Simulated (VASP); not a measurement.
AlFe3: single point with PBEsol

The system is AlFe3.

```
CELL_PARAMETERS angstrom
0.00000 2.80220 2.80220
2.80220 0.00000 2.80220
2.80220 2.80220 0.00000
ATOMIC_POSITIONS crystal
Al 0.00000 0.00000 0.00000
Fe 0.50000 0.50000 0.50000
Fe 0.25000 0.25000 0.25000
Fe 0.75000 0.75000 0.75000
```

```json
{"Program": "VASP 6.6.1", "Task": "single point", "Functional": "PBEsol", "Potentials or basis": "VASP PAW PBE potentials, release 64 (Al, Fe)", "Cutoff": "520 eV", "k mesh": "12 × 12 × 12", "Occupations": "gaussian, width 0.1 eV", "Spin": "collinear spin, ferromagnetic start", "Starting moments": "[0.0, 2.57, 2.0, 2.0] μB", "Dipole correction": "no", "Further INCAR settings": "ALGO = Fast; EDIFF = 1e-07; NBANDS = 26"}
```

```json
{"Pressure": "6.2 GPa", "Net moment": "5.59 μB per cell", "Site moments": "Al -0.05; Fe +2.25, +1.72 (each value once) μB", "Valence electrons inside the program's atomic spheres": "Al 0.88; Fe 7.38, 7.47 (each value once)"}
```

Levels at points of the mesh, in eV from the Fermi level:
Spin up:
| k point | band 12 | band 13 | band 14 | band 15 | band 16 | band 17 | band 18 | band 19 | band 20 | band 21 |
| --- | --- | --- | --- | --- | --- | --- | --- | --- | --- | --- |
| (0.00, 0.00, 0.00) | -0.74 | -0.74 | -0.74 | -0.33 | -0.33 | 6.00 | 6.00 | 6.00 | 6.45 | 6.45 |
| (0.50, 0.00, 0.00) | -1.63 | -0.96 | -0.96 | -0.52 | -0.52 | -0.05 | 4.96 | 4.96 | 5.36 | 5.36 |
| (0.50, 0.50, 0.00) | -0.90 | -0.90 | -0.88 | -0.83 | -0.37 | -0.31 | -0.31 | 0.39 | 5.23 | 5.54 |
Spin down:
```tsv
k point	band 9	band 10	band 11	band 12	band 13	band 14
(0.00, 0.00, 0.00)	-1.40	0.89	0.89	0.89	1.60	1.60
(0.50, 0.00, 0.00)	-1.29	-0.34	-0.27	-0.27	1.33	1.33
(0.50, 0.50, 0.00)	-1.24	-0.09	-0.09	0.10	0.83	1.11
```

It took 4.8 min on 1 thread of Oxide Virtual Turin-like Processor (shared host), peak memory 0.23 GiB.

Caveat: the cell stands under pressure; the PAW data sets were made with another functional, which shifts forces and pressure a little.
